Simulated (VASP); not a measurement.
A run of VASP 6.6.1 is set up as follows.

File POSCAR:

```
HfO2
1.0
    0.0000000000      2.5575000000      2.5575000000
    2.5575000000      0.0000000000      2.5575000000
    2.5575000000      2.5575000000      0.0000000000
Hf O
1 2
Direct
    0.0000000000      0.0000000000     -0.2346041056
    0.2500000000      0.2500000000      0.2500000000
    0.7500000000      0.7500000000      0.7500000000
```

INCAR.step1

```
ALGO = Normal
EDIFF = 1E-4
ENCUT = 520
GGA = PE
ISMEAR = 0
LASPH = T
LCHARG = F
LREAL = F
LWAVE = T
NBANDS = 18
NELM = 60
PREC = Accurate
SIGMA = 0.05
```

File INCAR.step2:

```
ALGO = Normal
EDIFF = 1E-7
ENCUT = 520
ISIF = 2
ISMEAR = 0
ISTART = 1
LASPH = T
LCHARG = T
LELF = T
LMIXTAU = T
LREAL = F
LVHAR = T
LWAVE = F
METAGGA = R2SCAN
NBANDS = 18
NELM = 60
PREC = Accurate
SIGMA = 0.05
```

KPOINTS

```
k-points
0
Gamma
  8 8 8
```

Potentials or basis: VASP PAW PBE potentials, release 64 (Hf_pv, O).

Launch:

```sh
$ cat potpaw_PBE.64/Hf_pv/POTCAR potpaw_PBE.64/O/POTCAR > POTCAR
$ cp INCAR.step1 INCAR
$ mpirun -np 1 vasp_std > vasp.out
$ cp INCAR.step2 INCAR
$ mpirun -np 1 vasp_std > vasp.out
```

(1) What does it give for the largest force?

(2) Estimate the band gap on the k mesh.

## Answers

(1) 24.160 eV/Å.

(2) 3.56 eV, direct.

Caveat: the cell differs from its parent crystal (atom 1 (Hf) moved by (-0.600, -0.600) A along x and y); the PAW data sets were made with another functional, which shifts forces and pressure a little; spin-orbit coupling is left out, which moves the levels of the heavy elements.
